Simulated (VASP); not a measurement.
# CeO2 (Fm-3m) in VASP: notebook, part 2 of 3

VASP 6.6.1. Earlier steps stand in the parts before.

**4. Single point, PBE (14.55 Å³/atom)**

This run uses another cell than the first one, of 14.55 Å³/atom.

File INCAR:

```
ALGO     = Normal         # electronic algorithm
EDIFF    = 1E-6           # SCF threshold, eV
ENCUT    = 520            # plane-wave cutoff, eV
GGA      = PE             # functional
ISIF     = 2              # what is computed and relaxed
ISMEAR   = 0              # smearing method
LASPH    = True           # aspherical terms in the spheres
LCHARG   = False          # write CHGCAR
LREAL    = False          # projectors in reciprocal space
LWAVE    = False          # write WAVECAR
NBANDS   = 19             # bands
NELM     = 80             # most SCF steps
PREC     = Accurate       # precision mode
SIGMA    = 0.05           # smearing width, eV
```

File KPOINTS:

```
k-points
0
Gamma
  12 12 12
```

File POSCAR:

```
CeO2
1.0
    0.0000000000      2.7944461462      2.7944461462
    2.7944461462      0.0000000000      2.7944461462
    2.7944461462      2.7944461462      0.0000000000
Ce O
1 2
Direct
    0.0000000000      0.0000000000      0.0000000000
    0.2500000000      0.2500000000      0.2500000000
    0.7500000000      0.7500000000      0.7500000000
```

Potentials or basis: VASP PAW PBE potentials, release 64 (Ce, O).

Launch:

```console
$ cat potpaw_PBE.64/Ce/POTCAR potpaw_PBE.64/O/POTCAR > POTCAR
$ mpirun -np 1 vasp_std > vasp.out
```

OUTCAR:

```text
EDIFF = 1E-6
   ENCUT = 520
   GGA = PE
   ISIF = 2
   ISMEAR = 0
   LASPH = True
   LREAL = False
   NELM = 80
   PREC = Accurate

 ion  position               nearest neighbor table
   1  0.000  0.000  0.000-   3 2.42   3 2.42   3 2.42   2 2.42   2 2.42   2 2.42   3 2.42   2 2.42

   2  0.250  0.250  0.250-   1 2.42   1 2.42   1 2.42   1 2.42
   3  0.750  0.750  0.750-   1 2.42   1 2.42   1 2.42   1 2.42

  LATTYP: Found a face centered cubic cell.
 ALAT       =     5.5888922924

  Lattice vectors:

 A1 = (   0.0000000000,   2.7944461462,   2.7944461462)
 A2 = (   2.7944461462,   0.0000000000,   2.7944461462)
 A3 = (   2.7944461462,   2.7944461462,   0.0000000000)

Analysis of symmetry for initial positions (statically):
=====================================================================
 Subroutine PRICEL returns:
 Original cell was already a primitive cell.

 Routine SETGRP: Setting up the symmetry group for a
 face centered cubic supercell.

 Subroutine GETGRP returns: Found 48 space group operations
 (whereof 48 operations were pure point group operations)
 out of a pool of 48 trial point group operations.

The static configuration has the point symmetry O_h .

Analysis of symmetry for dynamics (positions and initial velocities):
=====================================================================
 Subroutine PRICEL returns:
 Original cell was already a primitive cell.

 Routine SETGRP: Setting up the symmetry group for a
 face centered cubic supercell.

 Subroutine GETGRP returns: Found 48 space group operations
 (whereof 48 operations were pure point group operations)
 out of a pool of 48 trial point group operations.

The dynamic configuration has the point symmetry O_h .

 Subroutine INISYM returns: Found 48 space group operations
 (whereof 48 operations are pure point group operations),
 and found     1 'primitive' translations

----------------------------------------------------------------------------------------

                                     Primitive cell

  volume of cell :      43.6433

  direct lattice vectors                    reciprocal lattice vectors
     0.000000000  2.794446146  2.794446146    -0.178926332  0.178926332  0.178926332
     2.794446146  0.000000000  2.794446146     0.178926332 -0.178926332  0.178926332
     2.794446146  2.794446146  0.000000000     0.178926332  0.178926332 -0.178926332

  length of vectors
     3.951943639  3.951943639  3.951943639     0.309909499  0.309909499  0.309909499

  position of ions in fractional coordinates (direct lattice)
     0.000000000  0.000000000  0.000000000
     0.250000000  0.250000000  0.250000000
     0.750000000  0.750000000  0.750000000

  ion indices of the primitive-cell ions
   primitive index   ion index
                 1           1
                 2           2
                 3           3

----------------------------------------------------------------------------------------

 KPOINTS: k-points

Automatic generation of k-mesh.
 Grid dimensions read from file:
 generate k-points for:   12   12   12

 Generating k-lattice:

  Cartesian coordinates                     Fractional coordinates (reciprocal lattice)
    -0.014910528  0.014910528  0.014910528     0.083333333  0.000000000  0.000000000
     0.014910528 -0.014910528  0.014910528     0.000000000  0.083333333  0.000000000
     0.014910528  0.014910528 -0.014910528     0.000000000  0.000000000  0.083333333

  Length of vectors
     0.025825792  0.025825792  0.025825792

  Shift w.r.t. Gamma in fractional coordinates (k-lattice)
     0.000000000  0.000000000  0.000000000

 Subroutine IBZKPT returns following result:
 ===========================================

 Found     72 irreducible k-points:

 Following reciprocal coordinates:
            Coordinates               Weight
  0.000000  0.000000  0.000000      1.000000
  0.083333  0.000000  0.000000      8.000000
  0.166667  0.000000  0.000000      8.000000
  0.250000  0.000000  0.000000      8.000000
  0.333333  0.000000  0.000000      8.000000
  0.416667  0.000000  0.000000      8.000000
[... 16 lines left out ...]
  0.500000  0.166667  0.000000     24.000000
 -0.416667  0.166667  0.000000     24.000000
 [... further k-points ...]
   k-points           NKPTS =     72   k-points in BZ     NKDIM =     72   number of bands    NBANDS=     19
   number of dos      NEDOS =    301   number of ions     NIONS =      3
   total plane-waves  NPLWV =  27000
   dimension x,y,z NGX =    30 NGY =   30 NGZ =   30
   dimension x,y,z NGXF=    60 NGYF=   60 NGZF=   60
   ions per type =               1   2
   NGX,Y,Z   is equivalent  to a cutoff of  12.62, 12.62, 12.62 a.u.
   NGXF,Y,Z  is equivalent  to a cutoff of  25.24, 25.24, 25.24 a.u.
 SYSTEM =  unknown system
   PREC   = accura    normal or accurate (medium, high low for compatibility)
   ISTART =      0    job   : 0-new  1-cont  2-samecut
   ICHARG =      2    charge: 1-file 2-atom 10-const
   ISPIN  =      1    spin polarized calculation?
   LNONCOLLINEAR =      F non collinear calculations
   LSORBIT =      F    spin-orbit coupling
   LASPH  =      T    aspherical Exc in radial PAW
   ENCUT  =  520.0 eV  38.22 Ry    6.18 a.u.   7.35  7.35  7.35*2*pi/ulx,y,z
   NELM   =     80;   NELMIN=  2; NELMDL= -5     # of ELM steps
   EDIFF  = 0.1E-05   stopping-criterion for ELM
   LREAL  =      F    real-space projection
   EDIFFG = 0.1E-04   stopping-criterion for IOM
   NSW    =      0    number of steps for IOM
   IBRION =     -1    ionic relax: 0-MD 1-quasi-New 2-CG
   NFREE  =      0    steps in history (QN), initial steepest desc. (CG)
   ISIF   =      2    stress and relaxation
   ISYM   =      2    0-nonsym 1-usesym 2-fastsym
   POTIM  = 0.5000    time-step for ionic-motion
   TEBEG  =    0.0;   TEEND  =   0.0 temperature during run
   PSTRESS=    0.0 pullay stress
   NELECT =      24.0000    total number of electrons
   NUPDOWN=      -1.0000    fix difference up-down
   EMIN   =  10.00;   EMAX   =-10.00  energy-range for DOS
   EFERMI =   0.00;   METHOD = LEGACY
   ISMEAR =     0;   SIGMA  =   0.05  broadening in eV -4-tet -1-fermi 0-gaus
   EFERMI_NEDOS =   21; number of points for ismear=-14 and -15
   IALGO  =     38    algorithm
   IMIX   =      4    mixing-type and parameters
     AMIX     =   0.40;   BMIX     =  1.00
     AMIX_MAG =   1.60;   BMIX_MAG =  1.00
  volume/ion in A,a.u.               =      14.55        98.17
  Fermi-wavevector in a.u.,A,eV,Ry     =   1.341239  2.534574 24.475820  1.798922
  Thomas-Fermi vector in A             =   2.469488
   LORBIT       =      0    0 simple, 1 ext, 2 COOP (PROOUT), +10 PAW based schemes
   GGA     = PE    functional components
   LHFCALC =     F    Hartree Fock is set to
   AEXX    =    0.0000 exact exchange contribution
   IVDW    =     0    specifies the selected vdW correction
   LEPSILON=     F    determine dielectric tensor
   LRPA    =     F    only Hartree local field effects (RPA)
 non-spin polarized calculation
 Gauss-broadening in eV      SIGMA  =   0.05
  energy-cutoff  :      520.00
  volume of cell :       43.64
 maximum number of plane-waves:      1211
 NGX is ok and might be reduce to    30
   NGX = 15   NGY = 15   NGZ = 15

 number of electron      24.0000002 magnetization

 Free energy of the ion-electron system (eV)
  ---------------------------------------------------
  ext. energy  EPLUGINS =         0.00000000
  ---------------------------------------------------
  free energy    TOTEN  =       -26.13835376 eV

  energy without entropy =      -26.13835376  energy(sigma->0) =      -26.13835376

 E-fermi :   4.6542     XC(G=0): -10.8078

 val. band max:        4.3700956883   @ k =  -0.2500   0.2500   0.0000
 cond. band min:       6.0465961284   @ k =   0.5000   0.0000   0.0000
 fundamental gap:      1.6765004401
 Fermi energy:         4.6541739389

 k-point     1 :       0.0000    0.0000    0.0000
  band No.  band energies     occupation
      1     -28.2450      2.00000
      2     -11.7258      2.00000
      3     -10.7998      2.00000
      4     -10.4806      2.00000
      5     -10.4806      2.00000
      6     -10.4806      2.00000
[... 11 lines left out ...]
     18       6.8770      0.00000
     19       6.8770      0.00000
[... 489 lines left out ...]
      3     -12.3114      2.00000
      4     -10.6923      2.00000
      5      -9.7832      2.00000
      6      -8.4947      2.00000
[... 11 lines left out ...]
     18       6.6093      0.00000
     19       6.8589      0.00000

 [... further k-points ...]

------------------------ aborting loop because EDIFF is reached ----------------------------------------

  FORCE on cell =-STRESS in cart. coord.  units (eV):
  Direction    XX          YY          ZZ          XY          YZ          ZX
  --------------------------------------------------------------------------------------
  -------------------------------------------------------------------------------------
  Total       -2.7728991     -2.7728991     -2.7728991      0.0000000      0.0000000     -0.0000000
  in kB     -101.7952284   -101.7952284   -101.7952284      0.0000000      0.0000000     -0.0000000
  external PRESSURE =    -101.7952284 kB  Pullay stress =       0.0000000 kB

 VOLUME and BASIS-vectors are now :
 -----------------------------------------------------------------------------
  energy-cutoff  :      520.00
  volume of cell :       43.64
      direct lattice vectors                 reciprocal lattice vectors
     0.000000000  2.794446146  2.794446146    -0.178926332  0.178926332  0.178926332
     2.794446146  0.000000000  2.794446146     0.178926332 -0.178926332  0.178926332
     2.794446146  2.794446146  0.000000000     0.178926332  0.178926332 -0.178926332

 POSITION                                       TOTAL-FORCE (eV/Angst)
 -----------------------------------------------------------------------------------
      0.00000      0.00000      0.00000         0.000000     -0.000000      0.000000
      1.39722      1.39722      1.39722         0.000000     -0.000000      0.000000
      4.19167      4.19167      4.19167        -0.000000      0.000000     -0.000000
 -----------------------------------------------------------------------------------
    total drift:                                0.000000     -0.000000      0.000000

  FREE ENERGIE OF THE ION-ELECTRON SYSTEM (eV)
  ---------------------------------------------------
  free  energy   TOTEN  =       -26.1383537643 eV

  energy  without entropy=      -26.1383537643  energy(sigma->0) =      -26.13835376
```

It took 2.7 min on 1 thread of Intel Xeon 8259CL, shared host; peak memory 0.23 GiB.

What came out:

```
Free energy            : -26.1384 eV
Pressure               : -10.2 GPa
Band gap on the k mesh : 1.68 eV (least direct gap 1.76 eV)
```

Caveat: the cell stands under tension; spin-orbit coupling is left out, which moves the levels of the heavy elements. Spin polarisation is off, so any magnetic state and its effect on volume and gap are missing.

(Part 2 of 3 ends here.)
